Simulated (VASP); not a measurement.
# V in VASP: settings compared

Aim: see how the results for V move with the level of theory and the settings. Levels: LDA, PBEsol. Tasks: single point.

Program: VASP 6.6.1. These are calculated values, not measurements. Logs are shortened: lines on timing, memory, paths and dates and some standing lists are left out, and cuts for length are marked.

## Step 1: The cell of the first run

The cell holds a sheet with vacuum, 1 atom: a = 2.296 Å, b = 2.296 Å, c = 23.800 Å, α = 90.00°, β = 90.00°, γ = 90.00°.

## Step 2: Single point, LDA, collinear spin, ferromagnetic start

Contents of INCAR:

```
PREC = Accurate
ENCUT = 520
EDIFF = 1E-6
ISMEAR = -1
SIGMA = 0.05
LREAL = F
LASPH = T
NELM = 150
ALGO = Normal
ISIF = 2
LWAVE = F
LCHARG = T
ISPIN = 2
MAGMOM = 2
LORBIT = 11
LMAXMIX = 4
LELF = T
LVHAR = T
NBANDS = 16
```

Contents of KPOINTS:

```
Automatic mesh
0
Gamma
  11 11 1
```

Contents of POSCAR:

```
V
1.0
    2.2955200000      0.0000000000      0.0000000000
    0.0000000000      2.2955200000      0.0000000000
    0.0000000000      0.0000000000     23.8000000000
V
1
Direct
    0.5000000000      0.5000000000      0.2941200000
```

Potentials or basis: VASP PAW LDA potentials, release 64 (V_sv).

Command:

```sh
$ cat potpaw_LDA.64/V_sv/POTCAR > POTCAR
$ mpirun -np 1 vasp_std > vasp.out
```

OUTCAR:

```text
PREC = Accurate
   ENCUT = 520
   EDIFF = 1E-6
   ISMEAR = -1
   LREAL = F
   LASPH = T
   NELM = 150
   ISIF = 2
   ISPIN = 2
   LORBIT = 11

 ion  position               nearest neighbor table
   1  0.500  0.500  0.294-

  LATTYP: Found a simple tetragonal cell.
 ALAT       =     2.2955200000
 C/A-ratio  =    10.3680211891

  Lattice vectors:

 A1 = (   2.2955200000,   0.0000000000,   0.0000000000)
 A2 = (   0.0000000000,   2.2955200000,   0.0000000000)
 A3 = (   0.0000000000,   0.0000000000,  23.8000000000)

Analysis of symmetry for initial positions (statically):
=====================================================================
 Subroutine PRICEL returns:
 Original cell was already a primitive cell.

 Routine SETGRP: Setting up the symmetry group for a
 simple tetragonal supercell.

 Subroutine GETGRP returns: Found 16 space group operations
 (whereof  8 operations were pure point group operations)
 out of a pool of 16 trial point group operations.

The static configuration has the point symmetry C_4v.
 The point group associated with its full space group is D_4h.

Analysis of symmetry for dynamics (positions and initial velocities):
=====================================================================
 Subroutine PRICEL returns:
 Original cell was already a primitive cell.

 Routine SETGRP: Setting up the symmetry group for a
 simple tetragonal supercell.

 Subroutine GETGRP returns: Found 16 space group operations
 (whereof  8 operations were pure point group operations)
 out of a pool of 16 trial point group operations.

The dynamic configuration has the point symmetry C_4v.
 The point group associated with its full space group is D_4h.

Analysis of structural, dynamic, and magnetic symmetry:
=====================================================================
 Subroutine PRICEL returns:
 Original cell was already a primitive cell.

 Routine SETGRP: Setting up the symmetry group for a
 simple tetragonal supercell.

 Subroutine GETGRP returns: Found 16 space group operations
 (whereof  8 operations were pure point group operations)
 out of a pool of 16 trial point group operations.

The overall configuration has the point symmetry C_4v.
 The point group associated with its full space group is D_4h.

 Subroutine INISYM returns: Found 16 space group operations
 (whereof  8 operations are pure point group operations),
 and found     1 'primitive' translations

----------------------------------------------------------------------------------------

                                     Primitive cell

  volume of cell :     125.4120

  direct lattice vectors                    reciprocal lattice vectors
     2.295520000  0.000000000  0.000000000     0.435631142  0.000000000  0.000000000
     0.000000000  2.295520000  0.000000000     0.000000000  0.435631142  0.000000000
     0.000000000  0.000000000 23.800000000     0.000000000  0.000000000  0.042016807

  length of vectors
     2.295520000  2.295520000 23.800000000     0.435631142  0.435631142  0.042016807

  position of ions in fractional coordinates (direct lattice)
     0.500000000  0.500000000  0.294120000

  ion indices of the primitive-cell ions
   primitive index   ion index
                 1           1

----------------------------------------------------------------------------------------

 KPOINTS: Automatic mesh

Automatic generation of k-mesh.
 Grid dimensions read from file:
 generate k-points for:   11   11    1

 Generating k-lattice:

  Cartesian coordinates                     Fractional coordinates (reciprocal lattice)
     0.039602831  0.000000000  0.000000000     0.090909091  0.000000000  0.000000000
     0.000000000  0.039602831  0.000000000     0.000000000  0.090909091  0.000000000
     0.000000000  0.000000000  0.042016807     0.000000000  0.000000000  1.000000000

  Length of vectors
     0.039602831  0.039602831  0.042016807

  Shift w.r.t. Gamma in fractional coordinates (k-lattice)
     0.000000000  0.000000000  0.000000000

 Subroutine IBZKPT returns following result:
 ===========================================

 Found     21 irreducible k-points:

 Following reciprocal coordinates:
            Coordinates               Weight
  0.000000  0.000000  0.000000      1.000000
  0.090909  0.000000  0.000000      4.000000
  0.181818  0.000000  0.000000      4.000000
  0.272727  0.000000  0.000000      4.000000
  0.363636  0.000000  0.000000      4.000000
  0.454545  0.000000  0.000000      4.000000
[... 13 lines left out ...]
  0.454545  0.363636  0.000000      8.000000
  0.454545  0.454545  0.000000      4.000000
   k-points           NKPTS =     21   k-points in BZ     NKDIM =     21   number of bands    NBANDS=     16
   number of dos      NEDOS =    301   number of ions     NIONS =      1
   total plane-waves  NPLWV =  58320
   dimension x,y,z NGX =    18 NGY =   18 NGZ =  180
   dimension x,y,z NGXF=    36 NGYF=   36 NGZF=  360
   ions per type =               1
   NGX,Y,Z   is equivalent  to a cutoff of  13.04, 13.04, 12.57 a.u.
   NGXF,Y,Z  is equivalent  to a cutoff of  26.07, 26.07, 25.15 a.u.
 SYSTEM =  unknown system
   PREC   = accura    normal or accurate (medium, high low for compatibility)
   ISTART =      0    job   : 0-new  1-cont  2-samecut
   ICHARG =      2    charge: 1-file 2-atom 10-const
   ISPIN  =      2    spin polarized calculation?
   LNONCOLLINEAR =      F non collinear calculations
   LSORBIT =      F    spin-orbit coupling
   LASPH  =      T    aspherical Exc in radial PAW
   ENCUT  =  520.0 eV  38.22 Ry    6.18 a.u.   4.27  4.27 44.25*2*pi/ulx,y,z
   NELM   =    150;   NELMIN=  2; NELMDL= -5     # of ELM steps
   EDIFF  = 0.1E-05   stopping-criterion for ELM
   LREAL  =      F    real-space projection
   EDIFFG = 0.1E-04   stopping-criterion for IOM
   NSW    =      0    number of steps for IOM
   IBRION =     -1    ionic relax: 0-MD 1-quasi-New 2-CG
   NFREE  =      0    steps in history (QN), initial steepest desc. (CG)
   ISIF   =      2    stress and relaxation
   ISYM   =      2    0-nonsym 1-usesym 2-fastsym
   POTIM  = 0.5000    time-step for ionic-motion
   TEBEG  =    0.0;   TEEND  =   0.0 temperature during run
   PSTRESS=    0.0 pullay stress
   NELECT =      13.0000    total number of electrons
   NUPDOWN=      -1.0000    fix difference up-down
   EMIN   =  10.00;   EMAX   =-10.00  energy-range for DOS
   EFERMI =   0.00;   METHOD = LEGACY
   ISMEAR =    -1;   SIGMA  =   0.05  broadening in eV -4-tet -1-fermi 0-gaus
   EFERMI_NEDOS =   21; number of points for ismear=-14 and -15
   IALGO  =     38    algorithm
   IMIX   =      4    mixing-type and parameters
     AMIX     =   0.40;   BMIX     =  1.00
     AMIX_MAG =   1.60;   BMIX_MAG =  1.00
  volume/ion in A,a.u.               =     125.41       846.32
  Fermi-wavevector in a.u.,A,eV,Ry     =   0.769029  1.453255  8.046569  0.591406
  Thomas-Fermi vector in A             =   1.869930
   LORBIT       =     11    0 simple, 1 ext, 2 COOP (PROOUT), +10 PAW based schemes
   GGA     = CA    functional components
   LHFCALC =     F    Hartree Fock is set to
   AEXX    =    0.0000 exact exchange contribution
   IVDW    =     0    specifies the selected vdW correction
   LEPSILON=     F    determine dielectric tensor
   LRPA    =     F    only Hartree local field effects (RPA)
 spin polarized calculation
  energy-cutoff  :      520.00
  volume of cell :      125.41
 maximum number of plane-waves:      3408
 NGX is ok and might be reduce to    18
   NGX =  9   NGY =  9   NGZ = 89

 number of electron      12.9999993 magnetization      -0.0003251

 number of electron      12.9999993 magnetization       0.0000931

 Free energy of the ion-electron system (eV)
  ---------------------------------------------------
  ext. energy  EPLUGINS =         0.00000000
  ---------------------------------------------------
  free energy    TOTEN  =        -7.60651848 eV

  energy without entropy =       -7.59220624  energy(sigma->0) =       -7.59936236

 E-fermi :  -3.5860     XC(G=0):  -2.2601

 val. band max:       -3.7768071970   @ k =   0.1818   0.0909   0.0000
 cond. band min:      -3.5813058463   @ k =   0.2727   0.1818   0.0000
 fundamental gap:      0.1955013507
 Fermi energy:        -3.5860216962

 spin component 1

 k-point     1 :       0.0000    0.0000    0.0000
  band No.  band energies     occupation
      1     -66.8539      1.00000
      2     -41.0539      1.00000
      3     -40.1052      1.00000
      4     -40.1052      1.00000
      5      -7.9506      1.00000
      6      -6.0515      1.00000
[... 8 lines left out ...]
     15       2.6295      0.00000
     16       2.9676      0.00000
[... 362 lines left out ...]
 k-point    21 :       0.4545    0.4545    0.0000
  band No.  band energies     occupation
      1     -66.2327      1.00000
      2     -41.5576      1.00000
      3     -41.5533      1.00000
      4     -40.6258      1.00000
      5      -7.2591      1.00000
      6      -3.9694      0.99953
[... 8 lines left out ...]
     15      12.2314      0.00000
     16      12.9522      0.00000
 Fermi energy:        -3.5860216962

 spin component 2

 k-point     1 :       0.0000    0.0000    0.0000
  band No.  band energies     occupation
      1     -66.8538      1.00000
      2     -41.0539      1.00000
      3     -40.1051      1.00000
      4     -40.1051      1.00000
      5      -7.9506      1.00000
      6      -6.0514      1.00000
[... 8 lines left out ...]
     15       2.6317      0.00000
     16       2.9727      0.00000
[... 362 lines left out ...]
 k-point    21 :       0.4545    0.4545    0.0000
  band No.  band energies     occupation
      1     -66.2326      1.00000
      2     -41.5576      1.00000
      3     -41.5532      1.00000
      4     -40.6258      1.00000
      5      -7.2590      1.00000
      6      -3.9694      0.99953
[... 8 lines left out ...]
     15      12.2315      0.00000
     16      12.9533      0.00000

------------------------ aborting loop because EDIFF is reached ----------------------------------------

  FORCE on cell =-STRESS in cart. coord.  units (eV):
  Direction    XX          YY          ZZ          XY          YZ          ZX
  --------------------------------------------------------------------------------------
  -------------------------------------------------------------------------------------
  Total       -1.2770697     -1.2770697     -0.0071288      0.0000000     -0.0000000     -0.0000000
  in kB      -16.3149618    -16.3149618     -0.0910729      0.0000000     -0.0000000     -0.0000000
  external PRESSURE =     -10.9069988 kB  Pullay stress =       0.0000000 kB

 VOLUME and BASIS-vectors are now :
 -----------------------------------------------------------------------------
  energy-cutoff  :      520.00
  volume of cell :      125.41
      direct lattice vectors                 reciprocal lattice vectors
     2.295520000  0.000000000  0.000000000     0.435631142  0.000000000  0.000000000
     0.000000000  2.295520000  0.000000000     0.000000000  0.435631142  0.000000000
     0.000000000  0.000000000 23.800000000     0.000000000  0.000000000  0.042016807

 POSITION                                       TOTAL-FORCE (eV/Angst)
 -----------------------------------------------------------------------------------
      1.14776      1.14776      7.00006         0.000000     -0.000000      0.000000
 -----------------------------------------------------------------------------------
    total drift:                                0.000000      0.000000     -0.000082

  FREE ENERGIE OF THE ION-ELECTRON SYSTEM (eV)
  ---------------------------------------------------
  free  energy   TOTEN  =        -7.6065184768 eV

  energy  without entropy=       -7.5922062403  energy(sigma->0) =       -7.59936236

 total charge

# of ion       s       p       d       tot
------------------------------------------
    1        2.349   6.124   3.316  11.789

 magnetization (x)

# of ion       s       p       d       tot
------------------------------------------
    1        0.000   0.000   0.000   0.000
```

Run time: 3.2 min. Hardware: 1 thread of Intel Xeon 8259CL, shared host; peak memory 0.24 GiB.

What came out:

```yaml
Free_energy: -7.6065 eV
Net_moment: 0.00 μB per cell
Valence_electrons_inside_the_program's_atomic_spheres: V 11.79
```

Levels at points of the mesh, in eV from the Fermi level:
Spin up:
```tsv
k point	band 3	band 4	band 5	band 6	band 7	band 8	band 9	band 10
(0.00, 0.00, 0.00)	-36.52	-36.52	-4.36	-2.47	-1.08	0.34	2.93	2.93
```
Spin down:
```csv
k point,band 2,band 3,band 4,band 5,band 6,band 7,band 8,band 9,band 10,band 11
"(0.00, 0.00, 0.00)",-37.47,-36.52,-36.52,-4.36,-2.47,-1.08,0.34,2.93,2.93,4.24
```

Caveat: the moments typed at the start vanished in this run.

(Part 1 of 2 ends here.)
